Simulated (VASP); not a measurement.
# AlN (Cmc2_1) in VASP: further runs

AlN is run at these levels: LDA; tasks: single point.

All numbers are computed with VASP 6.6.1; they aren't measurements. Logs are shortened: lines on timing, memory, paths and dates and some standing lists are left out, and cuts for length are marked.

## (1) The cell of the first run

It takes space group Cmc2_1 (No. 36, orthorhombic). Conventional cell: a = 3.114 Å, b = 5.394 Å, c = 4.985 Å, α = 90.00°, β = 90.00°, γ = 90.00°. Within 2.5 Å of Al (site symmetry m) lie 4 N at 1.88 to 1.91 Å. N (site symmetry m) has 4 Al at 1.88 to 1.91 Å within 2.5 Å.

## (2) Single point, LDA

Contents of INCAR:

```
SYSTEM = AlN
PREC = Accurate
ENCUT = 520
EDIFF = 1E-6
ISMEAR = 0
SIGMA = 0.05
LREAL = .FALSE.
LASPH = .TRUE.
NELM = 100
ALGO = Normal
ISIF = 2
LWAVE = .FALSE.
LCHARG = .FALSE.
GGA = CA
NBANDS = 16
```

Contents of KPOINTS:

```
regular mesh
0
G
  9 9 6
  0 0 0
```

Contents of POSCAR:

```
AlN
1.0
    3.1143789636      0.0000000000      0.0000000000
   -1.5571894818      2.6971312995      0.0000000000
    0.0000000000      0.0000000000      4.9848021043
Al N
2 2
Direct
    0.3461934859      0.6923869718      0.0015212672
    0.6538065141      0.3076130282      0.5015212672
    0.3218578045      0.6437156091      0.3834787328
    0.6781421955      0.3562843909      0.8834787328
```

Potentials or basis: VASP PAW LDA potentials, release 64 (Al, N).

Started as:

```
$ cat potpaw_LDA.64/Al/POTCAR potpaw_LDA.64/N/POTCAR > POTCAR
$ mpirun -np 1 vasp_std > vasp.out
```

OUTCAR:

```text
SYSTEM = AlN
   PREC = Accurate
   ENCUT = 520
   EDIFF = 1E-6
   ISMEAR = 0
   LREAL = .FALSE.
   LASPH = .TRUE.
   NELM = 100
   ISIF = 2
   GGA = CA

 ion  position               nearest neighbor table
   1  0.346  0.692  0.002-   4 1.88   4 1.90   4 1.90   3 1.91   2 2.99   2 2.99   2 3.12   2 3.12
                             2 3.12   2 3.12
   2  0.654  0.308  0.502-   3 1.88   3 1.90   3 1.90   4 1.91   1 2.99   1 2.99   1 3.12   1 3.12
                             1 3.12   1 3.12
   3  0.322  0.644  0.383-   2 1.88   2 1.90   2 1.90   1 1.91
   4  0.678  0.356  0.883-   1 1.88   1 1.90   1 1.90   2 1.91

  LATTYP: Found a hexagonal cell.
 ALAT       =     3.1143789636
 C/A-ratio  =     1.6005766037

  Lattice vectors:

 A1 = (   3.1143789636,   0.0000000000,   0.0000000000)
 A2 = (  -1.5571894818,   2.6971312995,   0.0000000000)
 A3 = (   0.0000000000,   0.0000000000,   4.9848021043)

Analysis of symmetry for initial positions (statically):
=====================================================================
 Subroutine PRICEL returns:
 Original cell was already a primitive cell.

 Routine SETGRP: Setting up the symmetry group for a
 hexagonal supercell.

 Subroutine GETGRP returns: Found  4 space group operations
 (whereof  2 operations were pure point group operations)
 out of a pool of 24 trial point group operations.

The static configuration has the point symmetry C_1h.
 The point group associated with its full space group is C_2v.

Analysis of symmetry for dynamics (positions and initial velocities):
=====================================================================
 Subroutine PRICEL returns:
 Original cell was already a primitive cell.

 Routine SETGRP: Setting up the symmetry group for a
 hexagonal supercell.

 Subroutine GETGRP returns: Found  4 space group operations
 (whereof  2 operations were pure point group operations)
 out of a pool of 24 trial point group operations.

The dynamic configuration has the point symmetry C_1h.
 The point group associated with its full space group is C_2v.

 Subroutine INISYM returns: Found  4 space group operations
 (whereof  2 operations are pure point group operations),
 and found     1 'primitive' translations

----------------------------------------------------------------------------------------

                                     Primitive cell

  volume of cell :      41.8718

  direct lattice vectors                    reciprocal lattice vectors
     3.114378964  0.000000000  0.000000000     0.321091303  0.185382150  0.000000000
    -1.557189482  2.697131300  0.000000000     0.000000000  0.370764301  0.000000000
     0.000000000  0.000000000  4.984802104     0.000000000  0.000000000  0.200609769

  length of vectors
     3.114378964  3.114378964  4.984802104     0.370764301  0.370764301  0.200609769

  position of ions in fractional coordinates (direct lattice)
     0.346193486  0.692386972  0.001521267
     0.653806514  0.307613028  0.501521267
     0.321857804  0.643715609  0.383478733
     0.678142196  0.356284391  0.883478733

  ion indices of the primitive-cell ions
   primitive index   ion index
                 1           1
                 2           2
                 3           3
                 4           4

----------------------------------------------------------------------------------------

 KPOINTS: regular mesh

Automatic generation of k-mesh.
 Grid dimensions read from file:
 generate k-points for:    9    9    6

 Generating k-lattice:

  Cartesian coordinates                     Fractional coordinates (reciprocal lattice)
     0.035676811  0.020598017  0.000000000     0.111111111 -0.000000000  0.000000000
     0.000000000  0.041196033  0.000000000     0.000000000  0.111111111  0.000000000
     0.000000000  0.000000000  0.033434962     0.000000000  0.000000000  0.166666667

  Length of vectors
     0.041196033  0.041196033  0.033434962

  Shift w.r.t. Gamma in fractional coordinates (k-lattice)
     0.000000000  0.000000000  0.000000000

 Subroutine IBZKPT returns following result:
 ===========================================

 Found    100 irreducible k-points:

 Following reciprocal coordinates:
            Coordinates               Weight
  0.000000  0.000000  0.000000      1.000000
  0.111111  0.000000  0.000000      4.000000
  0.000000  0.111111  0.000000      2.000000
  0.222222  0.000000  0.000000      4.000000
  0.000000  0.222222  0.000000      2.000000
  0.333333  0.000000  0.000000      4.000000
[... 16 lines left out ...]
 -0.222222 -0.444444  0.000000      4.000000
  0.444444  0.333333  0.000000      4.000000
 [... further k-points ...]
   k-points           NKPTS =    100   k-points in BZ     NKDIM =    100   number of bands    NBANDS=     16
   number of dos      NEDOS =    301   number of ions     NIONS =      4
   total plane-waves  NPLWV =  23040
   dimension x,y,z NGX =    24 NGY =   24 NGZ =   40
   dimension x,y,z NGXF=    48 NGYF=   48 NGZF=   80
   ions per type =               2   2
   NGX,Y,Z   is equivalent  to a cutoff of  12.81, 12.81, 13.34 a.u.
   NGXF,Y,Z  is equivalent  to a cutoff of  25.62, 25.62, 26.68 a.u.
 SYSTEM =  AlN
   PREC   = accura    normal or accurate (medium, high low for compatibility)
   ISTART =      0    job   : 0-new  1-cont  2-samecut
   ICHARG =      2    charge: 1-file 2-atom 10-const
   ISPIN  =      1    spin polarized calculation?
   LNONCOLLINEAR =      F non collinear calculations
   LSORBIT =      F    spin-orbit coupling
   LASPH  =      T    aspherical Exc in radial PAW
   ENCUT  =  520.0 eV  38.22 Ry    6.18 a.u.   5.79  5.79  9.27*2*pi/ulx,y,z
   NELM   =    100;   NELMIN=  2; NELMDL= -5     # of ELM steps
   EDIFF  = 0.1E-05   stopping-criterion for ELM
   LREAL  =      F    real-space projection
   EDIFFG = 0.1E-04   stopping-criterion for IOM
   NSW    =      0    number of steps for IOM
   IBRION =     -1    ionic relax: 0-MD 1-quasi-New 2-CG
   NFREE  =      0    steps in history (QN), initial steepest desc. (CG)
   ISIF   =      2    stress and relaxation
   ISYM   =      2    0-nonsym 1-usesym 2-fastsym
   POTIM  = 0.5000    time-step for ionic-motion
   TEBEG  =    0.0;   TEEND  =   0.0 temperature during run
   PSTRESS=    0.0 pullay stress
   NELECT =      16.0000    total number of electrons
   NUPDOWN=      -1.0000    fix difference up-down
   EMIN   =  10.00;   EMAX   =-10.00  energy-range for DOS
   EFERMI =   0.00;   METHOD = LEGACY
   ISMEAR =     0;   SIGMA  =   0.05  broadening in eV -4-tet -1-fermi 0-gaus
   EFERMI_NEDOS =   21; number of points for ismear=-14 and -15
   IALGO  =     38    algorithm
   IMIX   =      4    mixing-type and parameters
     AMIX     =   0.40;   BMIX     =  1.00
     AMIX_MAG =   1.60;   BMIX_MAG =  1.00
  volume/ion in A,a.u.               =      10.47        70.64
  Fermi-wavevector in a.u.,A,eV,Ry     =   1.187976  2.244949 19.201725  1.411287
  Thomas-Fermi vector in A             =   2.324116
   LORBIT       =      0    0 simple, 1 ext, 2 COOP (PROOUT), +10 PAW based schemes
   GGA     = CA    functional components
   LHFCALC =     F    Hartree Fock is set to
   AEXX    =    0.0000 exact exchange contribution
   IVDW    =     0    specifies the selected vdW correction
   LEPSILON=     F    determine dielectric tensor
   LRPA    =     F    only Hartree local field effects (RPA)
 non-spin polarized calculation
 Gauss-broadening in eV      SIGMA  =   0.05
  energy-cutoff  :      520.00
  volume of cell :       41.87
 maximum number of plane-waves:      1152
   NGX = 11   NGY = 11   NGZ = 19

 number of electron      15.9999999 magnetization

 Free energy of the ion-electron system (eV)
  ---------------------------------------------------
  ext. energy  EPLUGINS =         0.00000000
  ---------------------------------------------------
  free energy    TOTEN  =       -32.78957619 eV

  energy without entropy =      -32.78957619  energy(sigma->0) =      -32.78957619

 E-fermi :   6.2041     XC(G=0): -11.2367

 val. band max:        5.9055020504   @ k =   0.0000   0.0000   0.0000
 cond. band min:      10.0504621581   @ k =   0.0000   0.0000   0.0000
 fundamental gap:      4.1449601077
 Fermi energy:         6.2040938032

 k-point     1 :       0.0000    0.0000    0.0000
  band No.  band energies     occupation
      1      -9.1437      2.00000
      2      -6.9270      2.00000
      3      -0.1611      2.00000
      4       4.9745      2.00000
      5       5.0257      2.00000
      6       5.5407      2.00000
[... 8 lines left out ...]
     15      18.8379      0.00000
     16      19.0179      0.00000

 k-point     2 :       0.1111    0.0000    0.0000
  band No.  band energies     occupation
      1      -8.9838      2.00000
      2      -6.8372      2.00000
      3       0.0268      2.00000
      4       4.2930      2.00000
      5       4.8028      2.00000
      6       5.0021      2.00000
[... 8 lines left out ...]
     15      18.6024      0.00000
     16      18.8771      0.00000

 k-point     3 :       0.0000    0.1111    0.0000
  band No.  band energies     occupation
      1      -8.9847      2.00000
      2      -6.8341      2.00000
      3       0.0244      2.00000
      4       4.2704      2.00000
      5       4.7901      2.00000
      6       4.9194      2.00000
[... 8 lines left out ...]
     15      18.6313      0.00000
     16      18.9498      0.00000

 k-point     4 :       0.2222    0.0000    0.0000
  band No.  band energies     occupation
      1      -8.5281      2.00000
      2      -6.6129      2.00000
      3       0.5736      2.00000
      4       2.8152      2.00000
      5       3.7147      2.00000
      6       4.3936      2.00000
[... 8 lines left out ...]
     15      18.0162      0.00000
     16      18.7625      0.00000
[... 324 lines left out ...]
 k-point    22 :       0.3333    0.2222    0.0000
  band No.  band energies     occupation
      1      -6.9528      2.00000
      2      -6.3655      2.00000
      3       0.9442      2.00000
      4       1.7870      2.00000
      5       2.6528      2.00000
      6       2.7573      2.00000
[... 8 lines left out ...]
     15      18.1951      0.00000
     16      20.3489      0.00000

 k-point    23 :      -0.2222   -0.4444    0.0000
  band No.  band energies     occupation
      1      -6.9933      2.00000
      2      -6.3070      2.00000
      3       0.7580      2.00000
      4       1.9609      2.00000
      5       2.6269      2.00000
      6       2.6732      2.00000
[... 8 lines left out ...]
     15      18.3413      0.00000
     16      20.1207      0.00000

 k-point    24 :       0.4444    0.3333    0.0000
  band No.  band energies     occupation
      1      -6.9243      2.00000
      2      -6.4045      2.00000
      3       0.9850      2.00000
      4       1.9103      2.00000
      5       2.5006      2.00000
      6       2.8030      2.00000
[... 8 lines left out ...]
     15      18.4650      0.00000
     16      20.0985      0.00000

 [... further k-points ...]
[... 5 lines left out ...]
  --------------------------------------------------------------------------------------
  -------------------------------------------------------------------------------------
  Total       -1.1193871     -1.3855379     -1.1043730      0.0000000      0.0000000      0.0000000
  in kB      -42.8321052    -53.0160702    -42.2576078      0.0000000      0.0000000      0.0000000
  external PRESSURE =     -46.0352611 kB  Pullay stress =       0.0000000 kB

 VOLUME and BASIS-vectors are now :
 -----------------------------------------------------------------------------
  energy-cutoff  :      520.00
  volume of cell :       41.87
      direct lattice vectors                 reciprocal lattice vectors
     3.114378964  0.000000000  0.000000000     0.321091303  0.185382150  0.000000000
    -1.557189482  2.697131300  0.000000000     0.000000000  0.370764301  0.000000000
     0.000000000  0.000000000  4.984802104     0.000000000  0.000000000  0.200609769

 POSITION                                       TOTAL-FORCE (eV/Angst)
 -----------------------------------------------------------------------------------
      0.00000      1.86746      0.00758         0.000000     -0.411095      0.040480
      1.55719      0.82967      2.49998         0.000000      0.411095      0.040480
     -0.00000      1.73619      1.91157         0.000000      0.181551     -0.040480
      1.55719      0.96095      4.40397        -0.000000     -0.181551     -0.040480
 -----------------------------------------------------------------------------------
    total drift:                               -0.000000     -0.000000      0.000588

  FREE ENERGIE OF THE ION-ELECTRON SYSTEM (eV)
  ---------------------------------------------------
  free  energy   TOTEN  =       -32.7895761896 eV

  energy  without entropy=      -32.7895761896  energy(sigma->0) =      -32.78957619
```

Wall time 29 s (1 thread of Intel Xeon 6975P-C, shared host); peak memory 0.17 GiB.

What came out:

* Free energy: -32.7896 eV
* Pressure: -4.6 GPa
* Largest force: 0.413 eV/Å
* Band gap on the k mesh: 4.14 eV, direct

Forces in eV/Å, atoms in the order of the input:
```
Al   0.000 -0.411  0.040
Al   0.000  0.411  0.040
N    0.000  0.182 -0.040
N    0.000 -0.182 -0.040
```

Levels at points of the mesh, in eV from the valence-band top:
```tsv
k point	band 5	band 6	band 7	band 8	band 9	band 10	band 11	band 12
(0.00, 0.00, 0.00)	-0.88	-0.36	-0.15	0.00	4.14	6.47	10.35	10.61
(0.00, 0.00, 0.50)	-0.62	-0.62	-0.56	-0.56	6.33	6.33	10.06	10.06
```

A k mesh can miss the band edges. Expect the measured gap to be larger: semilocal functionals such as LDA lack the derivative discontinuity.

## (3) Single point, LDA

INCAR is that of step 2.

Contents of KPOINTS:

```
Automatic mesh
0
G
  9 9 6
  0 0 0
```

Contents of POSCAR:

```
AlN
1.0
    3.1143789636      0.0000000000      0.0000000000
   -1.5571894818      2.6971312995      0.0000000000
    0.0000000000      0.0000000000      4.9848021043
Al N
2 2
Direct
    0.3204731808      0.6409463615      0.0015212672
    0.6795268192      0.3590536385      0.5015212672
    0.3448088621      0.6896177243      0.3834787328
    0.6551911379      0.3103822757      0.8834787328
```

Potentials or basis: VASP PAW LDA potentials, release 64 (Al, N).

Started as:

```
$ cat potpaw_LDA.64/Al/POTCAR potpaw_LDA.64/N/POTCAR > POTCAR
$ mpirun -np 1 vasp_std > vasp.out
```

It took 39 s on 1 thread of Intel Xeon 6975P-C, shared host; peak memory 0.18 GiB.

It converged, with:

- Free energy: -32.7909 eV
- Pressure: -4.6 GPa
- Largest force: 0.370 eV/Å
- Band gap on the k mesh: 4.15 eV, direct

Forces in eV/Å, atoms in the order of the input:
```
Al   0.000  0.368  0.040
Al   0.000 -0.368  0.040
N    0.000 -0.200 -0.040
N    0.000  0.200 -0.040
```

Stress tensor (GPa, compression positive):
```
-4.82  0.00  0.00
 0.00 -4.75  0.00
 0.00  0.00 -4.26
```

Levels at points of the mesh, in eV from the valence-band top:
| k point | band 5 | band 6 | band 7 | band 8 | band 9 | band 10 | band 11 | band 12 |
| --- | --- | --- | --- | --- | --- | --- | --- | --- |
| (0.00, 0.00, 0.00) | -0.87 | -0.35 | -0.16 | 0.00 | 4.15 | 6.48 | 10.34 | 10.67 |
| (0.00, 0.00, 0.50) | -0.61 | -0.61 | -0.56 | -0.56 | 6.33 | 6.33 | 10.07 | 10.07 |

## (4) Single point, LDA

INCAR, as its differences from that of step 3:

```diff
@@ -8,3 +8,3 @@
 LASPH = .TRUE.
-NELM = 100
+NELM = 60
 ALGO = Normal
```

Contents of KPOINTS:

```
regular mesh
0
G
  9 9 6
  0 0 0
```

Contents of POSCAR:

```
AlN
1.0
    3.1143789636      0.0000000000      0.0000000000
   -1.5571894818      2.6971312995      0.0000000000
    0.0000000000      0.0000000000      4.9848021043
Al N
2 2
Direct
    0.3269032571      0.6538065141      0.0015212672
    0.6730967429      0.3461934859      0.5015212672
    0.3390710977      0.6781421955      0.3834787328
    0.6609289023      0.3218578045      0.8834787328
```

Started as:

```
$ cat potpaw_LDA.64/Al/POTCAR potpaw_LDA.64/N/POTCAR > POTCAR
$ mpirun -np 1 vasp_std > vasp.out
```

Wall time 44 s (1 thread of Intel Xeon 6975P-C, shared host); peak memory 0.17 GiB.

Results (log left out):

- Free energy: -32.8194 eV
- Pressure: -4.5 GPa
- Largest force: 0.190 eV/Å
- Band gap on the k mesh: 4.19 eV, direct

Forces on the atoms (eV/Å):
```
Al   0.000  0.189  0.017
Al   0.000 -0.189  0.017
N    0.000 -0.097 -0.017
N    0.000  0.097 -0.017
```

Stress tensor (GPa, compression positive):
```
-4.70  0.00  0.00
 0.00 -4.56  0.00
 0.00  0.00 -4.27
```

Levels at points of the mesh, in eV from the valence-band top:
```
           k point  band 6  band 7  band 8  band 9  band 10  band 11
(0.00, 0.00, 0.00)   -0.28   -0.18    0.00    4.19     6.50    10.43
(0.00, 0.00, 0.50)   -0.58   -0.55   -0.55    6.38     6.38    10.10
```

(Part 1 of 2 ends here.)
